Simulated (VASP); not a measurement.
Input of a VASP 6.6.1 run:

The input INCAR:

```
  PREC = Accurate
  ENCUT = 520
  EDIFF = 1E-7
  ISMEAR = 0
  SIGMA = 0.15
  LREAL = False
  LASPH = True
  NELM = 80
  ALGO = Fast
  ISIF = 2
  LWAVE = False
  LCHARG = True
  GGA = PE
  LELF = True
  LVHAR = True
  NBANDS = 12
```

Contents of KPOINTS:

```
Automatic mesh
0
Gamma
  22 22 22
```

Contents of POSCAR:

```
Au
1.0
    0.1063302806      2.1000230418      2.1000230418
    2.1000230418      0.1063302806      2.1000230418
    2.1000230418      2.1000230418      0.1063302806
Au
1
Direct
    0.0000000000      0.0000000000      0.0000000000
```

Potentials or basis: VASP PAW PBE potentials, release 64 (Au).

Run with:

```bash
$ cat potpaw_PBE.64/Au/POTCAR > POTCAR
$ mpirun -np 1 vasp_std > vasp.out
```

Predict the pressure.

8.6 GPa.

Stress tensor (GPa, compression positive):
```
 8.63 -2.24 -2.24
-2.24  8.63 -2.24
-2.24 -2.24  8.63
```
